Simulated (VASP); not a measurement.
# SiO2 (I4/mmm) in VASP: a series of runs

Runs on SiO2. Level: r2SCAN. Tasks: single point.

All numbers are computed with VASP 6.6.1; they aren't measurements. Logs are shortened: lines on timing, memory, paths and dates and some standing lists are left out, and cuts for length are marked.

### 1 The cell of the first run

It takes space group I4/mmm (No. 139, tetragonal). Conventional cell: a = 9.148 Å, b = 9.148 Å, c = 5.294 Å, α = 90.00°, β = 90.00°, γ = 90.00°. Si (site symmetry m2m) has 4 O at 1.63 Å within 2.2 Å. O (site symmetry 2/m) has 2 Si at 1.63 Å within 2.2 Å. O (site symmetry m2m) has 2 Si at 1.63 Å within 2.2 Å.

### 2 Single point, r2SCAN (18.46 Å³/atom)

Input file POSCAR:

```
SiO2
1.0
   -4.5740674096      4.5740674096      2.6472084859
    4.5740674096     -4.5740674096      2.6472084859
    4.5740674096      4.5740674096     -2.6472084859
Si O
4 8
Direct
    0.1762730320      0.1762730320      0.3525460641
    0.8237269680      0.1762730320      0.0000000000
    0.1762730320      0.8237269680      0.0000000000
    0.8237269680      0.8237269680      0.6474539359
    0.5000000000      0.5000000000      0.5000000000
    0.0000000000      0.5000000000      0.0000000000
    0.5000000000      0.0000000000      0.0000000000
    0.0000000000      0.0000000000      0.5000000000
    0.0000000000      0.2049273069      0.2049273069
    0.7950726931      0.0000000000      0.7950726931
    0.2049273069      0.0000000000      0.2049273069
    0.0000000000      0.7950726931      0.7950726931
```

Input file INCAR.step1:

```
SYSTEM = SiO2
  ALGO = Normal
  EDIFF = 1E-4
  ENCUT = 520
  GGA = PE
  ISMEAR = 0
  LASPH = .TRUE.
  LCHARG = .FALSE.
  LREAL = .FALSE.
  LWAVE = .TRUE.
  NBANDS = 44
  NELM = 80
  PREC = Accurate
  SIGMA = 0.02
```

Input file INCAR.step2:

```
SYSTEM = SiO2
  ALGO = Normal
  EDIFF = 1E-6
  ENCUT = 520
  ISIF = 2
  ISMEAR = 0
  ISTART = 1
  LASPH = .TRUE.
  LCHARG = .FALSE.
  LMIXTAU = .TRUE.
  LREAL = .FALSE.
  LWAVE = .FALSE.
  METAGGA = R2SCAN
  NBANDS = 44
  NELM = 80
  PREC = Accurate
  SIGMA = 0.02
```

Input file KPOINTS:

```
k-points
0
G
  6 6 6
  0 0 0
```

Potentials or basis: VASP PAW PBE potentials, release 64 (Si, O).

On the command line:

```sh
> cat potpaw_PBE.64/Si/POTCAR potpaw_PBE.64/O/POTCAR > POTCAR
> cp INCAR.step1 INCAR
> mpirun -np 1 vasp_std > vasp.out
> cp INCAR.step2 INCAR
> mpirun -np 1 vasp_std > vasp.out
```

OUTCAR:

```text
SYSTEM = SiO2
   EDIFF = 1E-6
   ENCUT = 520
   ISIF = 2
   ISMEAR = 0
   ISTART = 1
   LASPH = .TRUE.
   LREAL = .FALSE.
   METAGGA = R2SCAN
   NELM = 80
   PREC = Accurate

 ion  position               nearest neighbor table
   1  0.176  0.176  0.353-   8 1.63   5 1.63   9 1.63  11 1.63
   2  0.824  0.176  0.000-   6 1.63   7 1.63   9 1.63  10 1.63
   3  0.176  0.824  0.000-   6 1.63   7 1.63  11 1.63  12 1.63
   4  0.824  0.824  0.647-   8 1.63   5 1.63  10 1.63  12 1.63
   5  0.500  0.500  0.500-   1 1.63   4 1.63
   6  0.000  0.500  0.000-   2 1.63   3 1.63
   7  0.500  0.000  0.000-   2 1.63   3 1.63
   8  0.000  0.000  0.500-   1 1.63   4 1.63
   9  0.000  0.205  0.205-   2 1.63   1 1.63
  10  0.795  0.000  0.795-   2 1.63   4 1.63
  11  0.205  0.000  0.205-   3 1.63   1 1.63
  12  0.000  0.795  0.795-   3 1.63   4 1.63

  LATTYP: Found a body centered tetragonal cell.
 ALAT       =     9.1481348192
 C/A-ratio  =     0.5787427794

  Lattice vectors:

 A1 = (  -4.5740674096,   4.5740674096,   2.6472084859)
 A2 = (   4.5740674096,  -4.5740674096,   2.6472084859)
 A3 = (   4.5740674096,   4.5740674096,  -2.6472084859)

Analysis of symmetry for initial positions (statically):
=====================================================================
 Subroutine PRICEL returns:
 Original cell was already a primitive cell.

 Routine SETGRP: Setting up the symmetry group for a
 body centered tetragonal supercell.

 Subroutine GETGRP returns: Found 16 space group operations
 (whereof 16 operations were pure point group operations)
 out of a pool of 16 trial point group operations.

The static configuration has the point symmetry D_4h.

Analysis of symmetry for dynamics (positions and initial velocities):
=====================================================================
 Subroutine PRICEL returns:
 Original cell was already a primitive cell.

 Routine SETGRP: Setting up the symmetry group for a
 body centered tetragonal supercell.

 Subroutine GETGRP returns: Found 16 space group operations
 (whereof 16 operations were pure point group operations)
 out of a pool of 16 trial point group operations.

The dynamic configuration has the point symmetry D_4h.

 Subroutine INISYM returns: Found 16 space group operations
 (whereof 16 operations are pure point group operations),
 and found     1 'primitive' translations

----------------------------------------------------------------------------------------

                                     Primitive cell

  volume of cell :     221.5406

  direct lattice vectors                    reciprocal lattice vectors
    -4.574067410  4.574067410  2.647208486     0.000000000  0.109311900  0.188878210
     4.574067410 -4.574067410  2.647208486     0.109311900  0.000000000  0.188878210
     4.574067410  4.574067410 -2.647208486     0.109311900  0.109311900  0.000000000

  length of vectors
     6.989413287  6.989413287  6.989413287     0.218229397  0.218229397  0.154590372

  position of ions in fractional coordinates (direct lattice)
     0.176273032  0.176273032  0.352546064
     0.823726968  0.176273032  0.000000000
     0.176273032  0.823726968  0.000000000
     0.823726968  0.823726968  0.647453936
     0.500000000  0.500000000  0.500000000
     0.000000000  0.500000000  0.000000000
     0.500000000  0.000000000  0.000000000
     0.000000000  0.000000000  0.500000000
     0.000000000  0.204927307  0.204927307
     0.795072693  0.000000000  0.795072693
     0.204927307  0.000000000  0.204927307
     0.000000000  0.795072693  0.795072693

  ion indices of the primitive-cell ions
   primitive index   ion index
                 1           1
                 2           2
                 3           3
                 4           4
                 5           5
                 6           6
                 7           7
                 8           8
                 9           9
                10          10
                11          11
                12          12

----------------------------------------------------------------------------------------

 KPOINTS: k-points

Automatic generation of k-mesh.
 Grid dimensions read from file:
 generate k-points for:    6    6    6

 Generating k-lattice:

  Cartesian coordinates                     Fractional coordinates (reciprocal lattice)
     0.000000000  0.018218650  0.031479702     0.166666667  0.000000000  0.000000000
     0.018218650  0.000000000  0.031479702     0.000000000  0.166666667  0.000000000
     0.018218650  0.018218650  0.000000000     0.000000000  0.000000000  0.166666667

  Length of vectors
     0.036371566  0.036371566  0.025765062

  Shift w.r.t. Gamma in fractional coordinates (k-lattice)
     0.000000000  0.000000000  0.000000000

 Subroutine IBZKPT returns following result:
 ===========================================

 Found     30 irreducible k-points:

 Following reciprocal coordinates:
            Coordinates               Weight
[... 37 lines left out ...]
   TEBEG  =    0.0;   TEEND  =   0.0 temperature during run
   PSTRESS=    0.0 pullay stress
   NELECT =      64.0000    total number of electrons
   NUPDOWN=      -1.0000    fix difference up-down
   EMIN   =  10.00;   EMAX   =-10.00  energy-range for DOS
   EFERMI =   0.00;   METHOD = LEGACY
   ISMEAR =     0;   SIGMA  =   0.02  broadening in eV -4-tet -1-fermi 0-gaus
   EFERMI_NEDOS =   21; number of points for ismear=-14 and -15
   IALGO  =     38    algorithm
   IMIX   =      4    mixing-type and parameters
     AMIX     =   0.40;   BMIX     =  1.00
     AMIX_MAG =   1.60;   BMIX_MAG =  1.00
  volume/ion in A,a.u.               =      18.46       124.59
  Fermi-wavevector in a.u.,A,eV,Ry     =   1.082224  2.045106 15.935256  1.171208
  Thomas-Fermi vector in A             =   2.218260
   LORBIT       =      0    0 simple, 1 ext, 2 COOP (PROOUT), +10 PAW based schemes
   METAGGA = R2SCAN    functional components
   LHFCALC =     F    Hartree Fock is set to
   AEXX    =    0.0000 exact exchange contribution
   IVDW    =     0    specifies the selected vdW correction
   LEPSILON=     F    determine dielectric tensor
   LRPA    =     F    only Hartree local field effects (RPA)
 non-spin polarized calculation
 Gauss-broadening in eV      SIGMA  =   0.02
  energy-cutoff  :      520.00
  volume of cell :      221.54
 maximum number of plane-waves:      5982
 NGX is ok and might be reduce to    54
   NGX = 25   NGY = 25   NGZ = 25

 number of electron      64.0000011 magnetization

 Free energy of the ion-electron system (eV)
  ---------------------------------------------------
  ext. energy  EPLUGINS =         0.00000000
  ---------------------------------------------------
  free energy    TOTEN  =      -118.74736780 eV

  energy without entropy =     -118.74736780  energy(sigma->0) =     -118.74736780

 E-fermi :  -1.6647     XC(G=0):  -7.3950

 val. band max:       -1.8257300565   @ k =   0.5000   0.5000   0.5000
 cond. band min:       4.0777652885   @ k =   0.0000   0.0000   0.0000
 fundamental gap:      5.9034953450
 Fermi energy:        -1.6646776563

 k-point     1 :       0.0000    0.0000    0.0000
  band No.  band energies     occupation
      1     -22.0073      2.00000
      2     -21.1983      2.00000
      3     -20.7054      2.00000
      4     -20.7054      2.00000
      5     -20.2058      2.00000
      6     -20.1138      2.00000
[... 36 lines left out ...]
     43      10.0459      0.00000
     44      10.1210      0.00000

 k-point     2 :       0.1667    0.0000    0.0000
  band No.  band energies     occupation
      1     -21.9436      2.00000
      2     -21.1934      2.00000
      3     -20.7946      2.00000
      4     -20.7030      2.00000
      5     -20.1997      2.00000
      6     -20.1246      2.00000
[... 1026 lines left out ...]
 k-point    24 :      -0.1667   -0.3333    0.1667
  band No.  band energies     occupation
      1     -21.6390      2.00000
      2     -21.1753      2.00000
      3     -21.1744      2.00000
      4     -20.7049      2.00000
      5     -20.1863      2.00000
      6     -20.1490      2.00000
[... 36 lines left out ...]
     43       9.8211      0.00000
     44       9.9535      0.00000

 [... further k-points ...]

------------------------ aborting loop because EDIFF is reached ----------------------------------------

  FORCE on cell =-STRESS in cart. coord.  units (eV):
  Direction    XX          YY          ZZ          XY          YZ          ZX
  --------------------------------------------------------------------------------------
  -------------------------------------------------------------------------------------
  Total       -9.9887668     -9.9887668     -9.9968815      0.0000000      0.0000000     -0.0000000
  in kB      -72.2385797    -72.2385797    -72.2972649      0.0000000      0.0000000     -0.0000000
  external PRESSURE =     -72.2581415 kB  Pullay stress =       0.0000000 kB

 VOLUME and BASIS-vectors are now :
 -----------------------------------------------------------------------------
  energy-cutoff  :      520.00
  volume of cell :      221.54
      direct lattice vectors                 reciprocal lattice vectors
    -4.574067410  4.574067410  2.647208486     0.000000000  0.109311900  0.188878210
     4.574067410 -4.574067410  2.647208486     0.109311900  0.000000000  0.188878210
     4.574067410  4.574067410 -2.647208486     0.109311900  0.109311900  0.000000000

 POSITION                                       TOTAL-FORCE (eV/Angst)
 -----------------------------------------------------------------------------------
      1.61257      1.61257     -0.00000         0.020441      0.020441      0.000000
     -2.96150      2.96150      2.64721         0.020441     -0.020441      0.000000
      2.96150     -2.96150      2.64721        -0.020441      0.020441      0.000000
      2.96150      2.96150      2.64721        -0.020441     -0.020441     -0.000000
      2.28703      2.28703      1.32360        -0.000000      0.000000     -0.000000
      2.28703     -2.28703      1.32360        -0.000000      0.000000     -0.000000
     -2.28703      2.28703      1.32360        -0.000000      0.000000     -0.000000
      2.28703      2.28703     -1.32360        -0.000000      0.000000     -0.000000
      1.87470      0.00000      0.00000        -0.009112      0.000000     -0.000000
      0.00000      7.27343      0.00000        -0.000000      0.009112     -0.000000
      0.00000      1.87470      0.00000        -0.000000     -0.009112     -0.000000
      7.27343      0.00000      0.00000         0.009112      0.000000     -0.000000
 -----------------------------------------------------------------------------------
    total drift:                               -0.000000     -0.000000     -0.000000

  FREE ENERGIE OF THE ION-ELECTRON SYSTEM (eV)
  ---------------------------------------------------
  free  energy   TOTEN  =      -118.7473678005 eV

  energy  without entropy=     -118.7473678005  energy(sigma->0) =     -118.74736780
```

Wall time 23 min (1 thread of Oxide Virtual Turin-like, shared host); peak memory 0.5 GiB.

Results:

```
Free energy            : -118.7474 eV
Pressure               : -7.2 GPa
Largest force          : 0.029 eV/Å
Band gap on the k mesh : 5.90 eV
```

Forces on the atoms (eV/Å):
```
Si   0.020  0.020  0.000
Si   0.020 -0.020  0.000
Si  -0.020  0.020  0.000
Si  -0.020 -0.020  0.000
O    0.000  0.000  0.000
O    0.000  0.000  0.000
O    0.000  0.000  0.000
O    0.000  0.000  0.000
O   -0.009  0.000  0.000
O    0.000  0.009  0.000
O    0.000 -0.009  0.000
O    0.009  0.000  0.000
```

Levels at points of the mesh, in eV from the valence-band top:
```csv
k point,band 28,band 29,band 30,band 31,band 32,band 33,band 34,band 35,band 36,band 37
"(0.00, 0.00, 0.00)",-1.28,-0.70,-0.57,-0.03,0.00,5.90,8.79,9.10,9.11,9.78
"(0.50, 0.00, 0.00)",-1.07,-1.06,-0.76,-0.58,-0.18,8.11,8.24,9.18,9.34,9.74
"(0.50, 0.50, 0.00)",-0.73,-0.44,-0.32,-0.30,-0.19,7.03,7.43,9.08,9.44,9.82
"(0.50, 0.50, 0.50)",-0.93,-0.93,-0.10,0.00,0.00,7.98,7.98,8.10,8.54,9.33
```

Caveat: the cell stands under tension; the PAW data sets were made with another functional, which shifts forces and pressure a little.

### 3 Single point, r2SCAN (15.33 Å³/atom)

This run uses another cell than the first one, of 15.33 Å³/atom.

Input file POSCAR:

```
SiO2
1.0
   -4.2059991973      4.2059991973      2.5991521530
    4.2059991973     -4.2059991973      2.5991521530
    4.2059991973      4.2059991973     -2.5991521530
Si O
4 8
Direct
    0.1799595079      0.1799595079      0.3599190158
    0.8200404921      0.1799595079      0.0000000000
    0.1799595079      0.8200404921      0.0000000000
    0.8200404921      0.8200404921      0.6400809842
    0.5000000000      0.5000000000      0.5000000000
    0.0000000000      0.5000000000      0.0000000000
    0.5000000000      0.0000000000      0.0000000000
    0.0000000000      0.0000000000      0.5000000000
    0.0000000000      0.2229929766      0.2229929766
    0.7770070234      0.0000000000      0.7770070234
    0.2229929766      0.0000000000      0.2229929766
    0.0000000000      0.7770070234      0.7770070234
```

Input file INCAR.step1:

```
SYSTEM = SiO2
PREC = Accurate ; ENCUT = 520
ISMEAR = 0 ; SIGMA = 0.02
LREAL = .False. ; LASPH = .True.
NELM = 100 ; NBANDS = 44
GGA = PE ; ALGO = Normal
EDIFF = 1E-4 ; LWAVE = .True.
LCHARG = .False.
```

Input file INCAR.step2:

```
SYSTEM = SiO2
PREC = Accurate ; ENCUT = 520
EDIFF = 1E-7 ; ISMEAR = 0
SIGMA = 0.02 ; LREAL = .False.
LASPH = .True. ; NELM = 100
ALGO = Normal ; ISIF = 2
LWAVE = .False. ; LCHARG = .True.
METAGGA = R2SCAN ; LMIXTAU = .True.
LELF = .True. ; LVHAR = .True.
NBANDS = 44 ; ISTART = 1
```

Input file KPOINTS:

```
Automatic mesh
0
Gamma
  6 6 6
  0 0 0
```

Potentials or basis: VASP PAW PBE potentials, release 64 (Si, O).

On the command line:

```sh
> cat potpaw_PBE.64/Si/POTCAR potpaw_PBE.64/O/POTCAR > POTCAR
> cp INCAR.step1 INCAR
> mpirun -np 1 vasp_std > vasp.out
> cp INCAR.step2 INCAR
> mpirun -np 1 vasp_std > vasp.out
```

Run time: 25 min. Hardware: 1 thread of Oxide Virtual Turin-like, shared host; peak memory 0.42 GiB.

The run converged. Its results:

| Property | Result |
| --- | --- |
| Free energy | -117.4615 eV |
| Pressure | 20.6 GPa |
| Largest force | 0.062 eV/Å |
| Band gap on the k mesh | 5.89 eV |

Forces on the atoms (eV/Å):
```
Si   0.044  0.044  0.000
Si   0.044 -0.044  0.000
Si  -0.044  0.044  0.000
Si  -0.044 -0.044  0.000
O    0.000  0.000  0.000
O    0.000  0.000  0.000
O    0.000  0.000  0.000
O    0.000  0.000  0.000
O   -0.024  0.000  0.000
O    0.000  0.024  0.000
O    0.000 -0.024  0.000
O    0.024  0.000  0.000
```

Stress tensor (GPa, compression positive):
```
20.68  0.00  0.00
 0.00 20.68  0.00
 0.00  0.00 20.57
```

Levels at points of the mesh, in eV from the valence-band top:
```
           k point  band 28  band 29  band 30  band 31  band 32  band 33  band 34  band 35  band 36  band 37
(0.00, 0.00, 0.00)    -1.68    -1.41    -1.25    -0.22     0.00     5.89     9.17     9.76    10.08    10.52
(0.50, 0.00, 0.00)    -1.47    -1.32    -0.86    -0.67    -0.58     7.96     8.46     9.40    10.13    10.32
(0.50, 0.50, 0.00)    -0.88    -0.79    -0.76    -0.62    -0.59     7.02     7.77     9.84    10.15    10.64
(0.50, 0.50, 0.50)    -1.50    -1.50    -0.61    -0.11    -0.11     7.87     8.77     8.77     8.90    10.07
```

Caveat: the cell stands under pressure; the PAW data sets were made with another functional, which shifts forces and pressure a little.

### 4 Single point, r2SCAN (15.85 Å³/atom)

This run uses another cell than the first one, of 15.85 Å³/atom.

Input file POSCAR:

```
SiO2
1.0
   -4.2834949776      4.2834949776      2.5913869696
    4.2834949776     -4.2834949776      2.5913869696
    4.2834949776      4.2834949776     -2.5913869696
Si O
4 8
Direct
    0.1787770161      0.1787770161      0.3575540322
    0.8212229839      0.1787770161      0.0000000000
    0.1787770161      0.8212229839      0.0000000000
    0.8212229839      0.8212229839      0.6424459678
    0.5000000000      0.5000000000      0.5000000000
    0.0000000000      0.5000000000      0.0000000000
    0.5000000000      0.0000000000      0.0000000000
    0.0000000000      0.0000000000      0.5000000000
    0.0000000000      0.2181009534      0.2181009534
    0.7818990466      0.0000000000      0.7818990466
    0.2181009534      0.0000000000      0.2181009534
    0.0000000000      0.7818990466      0.7818990466
```

Input file INCAR.step1:

```
SYSTEM = SiO2
PREC = Accurate
ENCUT = 520
ISMEAR = 0
SIGMA = 0.02
LREAL = .False.
LASPH = .True.
NELM = 100
NBANDS = 44
GGA = PE
ALGO = Normal
EDIFF = 1E-4
LWAVE = .True.
LCHARG = .False.
```

Input file INCAR.step2:

```
SYSTEM = SiO2
PREC = Accurate
ENCUT = 520
EDIFF = 1E-6
ISMEAR = 0
SIGMA = 0.02
LREAL = .False.
LASPH = .True.
NELM = 100
ALGO = Normal
ISIF = 2
LWAVE = .False.
LCHARG = .False.
METAGGA = R2SCAN
LMIXTAU = .True.
NBANDS = 44
ISTART = 1
```

KPOINTS is that of step 3.

On the command line:

```sh
> cat potpaw_PBE.64/Si/POTCAR potpaw_PBE.64/O/POTCAR > POTCAR
> cp INCAR.step1 INCAR
> mpirun -np 1 vasp_std > vasp.out
> cp INCAR.step2 INCAR
> mpirun -np 1 vasp_std > vasp.out
```

Wall time 30 min (1 thread of Oxide Virtual Turin-like, shared host); peak memory 0.43 GiB.

Results (log left out):

| Property | Result |
| --- | --- |
| Free energy | -118.1650 eV |
| Pressure | 14.9 GPa |
| Largest force | 0.053 eV/Å |
| Band gap on the k mesh | 6.01 eV |

Forces in eV/Å, atoms in the order of the input:
```
Si   0.038  0.038  0.000
Si   0.038 -0.038  0.000
Si  -0.038  0.038  0.000
Si  -0.038 -0.038  0.000
O    0.000  0.000  0.000
O    0.000  0.000  0.000
O    0.000  0.000  0.000
O    0.000  0.000  0.000
O   -0.020  0.000  0.000
O    0.000  0.020  0.000
O    0.000 -0.020  0.000
O    0.020  0.000  0.000
```

Levels at points of the mesh, in eV from the valence-band top:
```
           k point  band 30  band 31  band 32  band 33  band 34  band 35
(0.00, 0.00, 0.00)    -1.03    -0.14     0.00     6.01     9.12     9.84
(0.50, 0.00, 0.00)    -0.84    -0.65    -0.48     8.09     8.55     9.40
(0.50, 0.50, 0.00)    -0.62    -0.56    -0.47     7.12     7.76     9.89
(0.50, 0.50, 0.50)    -0.46    -0.07    -0.07     7.97     8.79     8.79
```

Caveat: the cell stands under pressure; the PAW data sets were made with another functional, which shifts forces and pressure a little. A k mesh can miss the band edges.

### 5 Overview

| cell | gap on the mesh (eV) | pressure (GPa) | largest force (eV/Å) |
| --- | --- | --- | --- |
| a = 6.989 Å, angles 98.2, 98.2, 135.5°, 12 atoms, atomic positions A | 5.90 | -7.2 | 0.03 |
| a = 6.491 Å, angles 99.2, 99.2, 132.8°, 12 atoms, atomic positions B | 5.89 | 20.6 | 0.06 |
| a = 6.589 Å, angles 98.9, 98.9, 133.7°, 12 atoms, atomic positions C | 6.01 | 14.9 | 0.05 |

Alike in all rows: task single point; level r2SCAN; potentials or basis VASP PAW PBE potentials, release 64 (Si, O); no spin polarisation; k mesh 6 × 6 × 6; cutoff (eV) 520; smearing gaussian 0.02 eV.

Caveats: the PAW data sets were made with another functional, which shifts forces and pressure a little; the cell stands under pressure (at least some runs); the cell stands under tension (at least some runs).

Absolute energies hang on the potentials; compare differences alone.
